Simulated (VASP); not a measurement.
# NbH2 (R-3m) in VASP: further runs, part 2 of 2

VASP 6.6.1. The steps go on from the part before.

## 3. Single point, PBEsol (7.27 Å³/atom)

File INCAR:

```
SYSTEM = NbH2
PREC = Accurate
ENCUT = 520
EDIFF = 1E-7
ISMEAR = 0
SIGMA = 0.15
LREAL = .False.
LASPH = .True.
NELM = 60
ALGO = Normal
ISIF = 2
LWAVE = .False.
LCHARG = .True.
GGA = PS
LELF = .True.
LVHAR = .True.
NBANDS = 14
```

File KPOINTS:

```
regular mesh
0
Gamma
  16 16 16
  0 0 0
```

File POSCAR:

```
NbH2
1.0
    0.1831760766      2.3131304560      2.3131304560
    2.3131304560      0.1831760766      2.3131304560
    2.3131304560      2.3131304560      0.1831760766
Nb H
1 2
Direct
    0.0000000000      0.0000000000      0.0000000000
    0.2500000000      0.2500000000      0.2500000000
    0.7500000000      0.7500000000      0.7500000000
```

Potentials or basis: VASP PAW PBE potentials, release 64 (Nb_sv, H).

On the command line:

```sh
$ cat potpaw_PBE.64/Nb_sv/POTCAR potpaw_PBE.64/H/POTCAR > POTCAR
$ mpirun -np 1 vasp_std > vasp.out
```

OUTCAR:

```text
SYSTEM = NbH2
   PREC = Accurate
   ENCUT = 520
   EDIFF = 1E-7
   ISMEAR = 0
   LREAL = .False.
   LASPH = .True.
   NELM = 60
   ISIF = 2
   GGA = PS

 ion  position               nearest neighbor table
   1  0.000  0.000  0.000-   3 1.87   2 1.87   3 1.87   3 1.87   2 1.87   2 1.87
   2  0.250  0.250  0.250-   1 1.87   1 1.87   1 1.87
   3  0.750  0.750  0.750-   1 1.87   1 1.87   1 1.87

  LATTYP: Found a trigonal (rhomboedric) cell.
 ALAT       =     3.2763849725
 COS(alpha) =     0.5773793122

  Lattice vectors:

 A1 = (   0.1831760766,   2.3131304560,   2.3131304560)
 A2 = (   2.3131304560,   0.1831760766,   2.3131304560)
 A3 = (   2.3131304560,   2.3131304560,   0.1831760766)

Analysis of symmetry for initial positions (statically):
=====================================================================
 Subroutine PRICEL returns:
 Original cell was already a primitive cell.

 Routine SETGRP: Setting up the symmetry group for a
 trigonal (rhombohedral) supercell.

 Subroutine GETGRP returns: Found 12 space group operations
 (whereof 12 operations were pure point group operations)
 out of a pool of 12 trial point group operations.

The static configuration has the point symmetry D_3d.

Analysis of symmetry for dynamics (positions and initial velocities):
=====================================================================
 Subroutine PRICEL returns:
 Original cell was already a primitive cell.

 Routine SETGRP: Setting up the symmetry group for a
 trigonal (rhombohedral) supercell.

 Subroutine GETGRP returns: Found 12 space group operations
 (whereof 12 operations were pure point group operations)
 out of a pool of 12 trial point group operations.

The dynamic configuration has the point symmetry D_3d.

 Subroutine INISYM returns: Found 12 space group operations
 (whereof 12 operations are pure point group operations),
 and found     1 'primitive' translations

----------------------------------------------------------------------------------------

                                     Primitive cell

  volume of cell :      21.8190
[... 124 lines left out ...]
  energy-cutoff  :      520.00
  volume of cell :       21.82
 maximum number of plane-waves:       616
   NGX = 13   NGY = 13   NGZ = 13

 number of electron      15.0000000 magnetization

 Free energy of the ion-electron system (eV)
  ---------------------------------------------------
  ext. energy  EPLUGINS =         0.00000000
  ---------------------------------------------------
  free energy    TOTEN  =       -18.24577555 eV

  energy without entropy =      -18.23478082  energy(sigma->0) =      -18.24027818

 E-fermi :  10.9192     XC(G=0): -12.5694

 val. band max:       10.9169966313   @ k =  -0.1875   0.1250  -0.0000
 cond. band min:      10.9239143144   @ k =   0.3125   0.2500  -0.0000
 fundamental gap:      0.0069176831
 Fermi energy:        10.9192012621

 k-point     1 :       0.0000    0.0000    0.0000
  band No.  band energies     occupation
      1     -44.2991      2.00000
      2     -20.1921      2.00000
      3     -19.9012      2.00000
      4     -19.9012      2.00000
      5      -0.1881      2.00000
      6       8.4658      2.00000
      7       9.7089      2.00000
      8       9.8031      2.00000
      9       9.8031      2.00000
     10      12.5162      0.00000
     11      12.5162      0.00000
     12      23.2932      0.00000
     13      23.9648      0.00000
     14      25.4850      0.00000
[... 377 lines left out ...]
      1     -44.2826      2.00000
      2     -20.1909      2.00000
      3     -20.0253      2.00000
      4     -19.9268      2.00000
      5       0.1652      2.00000
      6       7.5260      2.00000
      7       8.6847      2.00000
      8      10.0684      2.00000
      9      11.6682      0.00000
     10      12.4347      0.00000
     11      12.8282      0.00000
     12      21.9388      0.00000
     13      24.0404      0.00000
     14      25.9737      0.00000

 [... further k-points ...]

------------------------ aborting loop because EDIFF is reached ----------------------------------------

  FORCE on cell =-STRESS in cart. coord.  units (eV):
  Direction    XX          YY          ZZ          XY          YZ          ZX
  --------------------------------------------------------------------------------------
  -------------------------------------------------------------------------------------
  Total        2.0923593      2.0923593      2.0923593     -1.7199753     -1.7199753     -1.7199753
  in kB      153.6427257    153.6427257    153.6427257   -126.2984280   -126.2984280   -126.2984280
  external PRESSURE =     153.6427257 kB  Pullay stress =       0.0000000 kB

 VOLUME and BASIS-vectors are now :
 -----------------------------------------------------------------------------
  energy-cutoff  :      520.00
  volume of cell :       21.82
      direct lattice vectors                 reciprocal lattice vectors
     0.183176077  2.313130456  2.313130456    -0.243687567  0.225806056  0.225806056
     2.313130456  0.183176077  2.313130456     0.225806056 -0.243687567  0.225806056
     2.313130456  2.313130456  0.183176077     0.225806056  0.225806056 -0.243687567

 POSITION                                       TOTAL-FORCE (eV/Angst)
 -----------------------------------------------------------------------------------
      0.00000      0.00000      0.00000        -0.000000      0.000000      0.000000
      1.20236      1.20236      1.20236        -0.398871     -0.398871     -0.398871
      3.60708      3.60708      3.60708         0.398871      0.398871      0.398871
 -----------------------------------------------------------------------------------
    total drift:                               -0.000000      0.000000      0.000000

  FREE ENERGIE OF THE ION-ELECTRON SYSTEM (eV)
  ---------------------------------------------------
  free  energy   TOTEN  =       -18.2457755521 eV

  energy  without entropy=      -18.2347808156  energy(sigma->0) =      -18.24027818
```

OSZICAR:

```text
N       E                     dE             d eps       ncg     rms          rms(c)
DAV:   1     0.122917904674E+03    0.12292E+03   -0.79284E+03 11684   0.106E+03
DAV:   2    -0.145296617945E+02   -0.13745E+03   -0.12977E+03 13326   0.379E+02
DAV:   3    -0.193540821684E+02   -0.48244E+01   -0.46020E+01 17246   0.629E+01
DAV:   4    -0.196127776436E+02   -0.25870E+00   -0.25812E+00 15146   0.132E+01
DAV:   5    -0.196196900883E+02   -0.69124E-02   -0.69109E-02 16980   0.188E+00    0.107E+01
DAV:   6    -0.184089398235E+02    0.12108E+01   -0.12816E+00 18210   0.137E+01    0.356E+00
DAV:   7    -0.182474897051E+02    0.16145E+00   -0.36599E-01 19654   0.612E+00    0.863E-01
DAV:   8    -0.182454911396E+02    0.19986E-02   -0.28753E-02 15476   0.206E+00    0.319E-01
DAV:   9    -0.182458646331E+02   -0.37349E-03   -0.31075E-03 19140   0.536E-01    0.778E-02
DAV:  10    -0.182457791823E+02    0.85451E-04   -0.21891E-04 12800   0.145E-01    0.106E-02
DAV:  11    -0.182457762880E+02    0.28943E-05   -0.13855E-05 16910   0.395E-02    0.480E-03
DAV:  12    -0.182457756514E+02    0.63655E-06   -0.60352E-07 16240   0.970E-03    0.288E-03
DAV:  13    -0.182457755521E+02    0.99333E-07   -0.12289E-07  7702   0.571E-03
   1 F= -.18245776E+02 E0= -.18240278E+02  d E =-.109947E-01
```

It took 36 s on 1 thread of Intel Xeon 6975P-C (Granite Rapids), shared host; peak memory 0.24 GiB.

Results:

```yaml
Free_energy: -18.2458 eV
Pressure: 15.4 GPa
Largest_force: 0.691 eV/Å
Band_gap_on_the_k_mesh: zero (an odd number of electrons rules out a gap without spin polarisation)
```

Forces in eV/Å, atoms in the order of the input:
```
Nb   0.000  0.000  0.000
H   -0.399 -0.399 -0.399
H    0.399  0.399  0.399
```

Caveat: the cell stands under pressure; the PAW data sets were made with another functional, which shifts forces and pressure a little.

## 4. Single point, PBEsol (7.48 Å³/atom)

This run uses another cell than the first one, of 7.48 Å³/atom.

File INCAR:

```
SYSTEM = NbH2
PREC = Accurate ; ENCUT = 520
EDIFF = 1E-6 ; ISMEAR = 0
SIGMA = 0.15 ; LREAL = .FALSE.
LASPH = .TRUE. ; NELM = 80
ALGO = Normal ; ISIF = 2
LWAVE = .FALSE. ; LCHARG = .FALSE.
GGA = PS ; NBANDS = 14
```

File KPOINTS:

```
regular mesh
0
G
  16 16 16
  0 0 0
```

File POSCAR:

```
NbH2
1.0
    0.2803384700      2.3870904994      2.3870904994
    2.3870904994      0.2803384700      2.3870904994
    2.3870904994      2.3870904994      0.2803384700
Nb H
1 2
Direct
    0.0000000000      0.0000000000      0.0000000000
    0.2500000000      0.2500000000      0.2500000000
    0.7500000000      0.7500000000      0.7500000000
```

On the command line:

```sh
$ cat potpaw_PBE.64/Nb_sv/POTCAR potpaw_PBE.64/H/POTCAR > POTCAR
$ mpirun -np 1 vasp_std > vasp.out
```

It took 65 s on 1 thread of Intel Xeon 6975P-C (Granite Rapids), shared host; peak memory 0.26 GiB.

The run converged. Its results:

| Quantity | Value |
| --- | --- |
| Free energy | -18.0675 eV |
| Pressure | 13.5 GPa |
| Largest force | 0.823 eV/Å |
| Band gap on the k mesh | zero (an odd number of electrons rules out a gap without spin polarisation) |

Forces in eV/Å, atoms in the order of the input:
```
Nb   0.000  0.000  0.000
H   -0.475 -0.475 -0.475
H    0.475  0.475  0.475
```

Stress tensor (GPa, compression positive):
```
 13.50 -14.76 -14.76
-14.76  13.50 -14.76
-14.76 -14.76  13.50
```

Levels at points of the mesh, in eV from the Fermi level:
| k point | band 3 | band 4 | band 5 | band 6 | band 7 | band 8 | band 9 | band 10 | band 11 | band 12 |
| --- | --- | --- | --- | --- | --- | --- | --- | --- | --- | --- |
| (0.00, 0.00, 0.00) | -30.83 | -30.83 | -10.95 | -2.81 | -1.26 | -0.99 | -0.99 | 1.69 | 1.69 | 11.71 |
| (0.50, 0.00, 0.00) | -31.26 | -31.05 | -8.81 | -4.38 | -2.43 | -0.35 | 1.61 | 3.90 | 4.84 | 7.53 |
| (0.50, 0.50, 0.00) | -31.40 | -31.12 | -8.03 | -4.80 | -4.66 | 2.29 | 2.78 | 3.98 | 6.22 | 9.05 |
| (0.50, 0.50, 0.50) | -30.87 | -30.87 | -8.64 | -5.96 | -1.00 | -1.00 | 2.61 | 2.61 | 4.67 | 5.97 |

Caveat: the cell stands under pressure; the PAW data sets were made with another functional, which shifts forces and pressure a little.

## 5. Summary

```tsv
cell	gap on the mesh (eV)	pressure (GPa)	largest force (eV/Å)
a = 3.022 Å, angles 65.4°, 3 atoms	none	15.5	1.20
a = 3.276 Å, angles 54.7°, 3 atoms	none	15.4	0.69
a = 3.387 Å, angles 52.2°, 3 atoms	none	13.5	0.82
```

Alike in all rows: task single point; level PBEsol; potentials or basis VASP PAW PBE potentials, release 64 (Nb_sv, H); no spin polarisation; k mesh 16 × 16 × 16; cutoff (eV) 520; smearing gaussian 0.15 eV.

Caveats: the cell stands under pressure; the PAW data sets were made with another functional, which shifts forces and pressure a little.

Absolute energies hang on the potentials; compare differences alone.
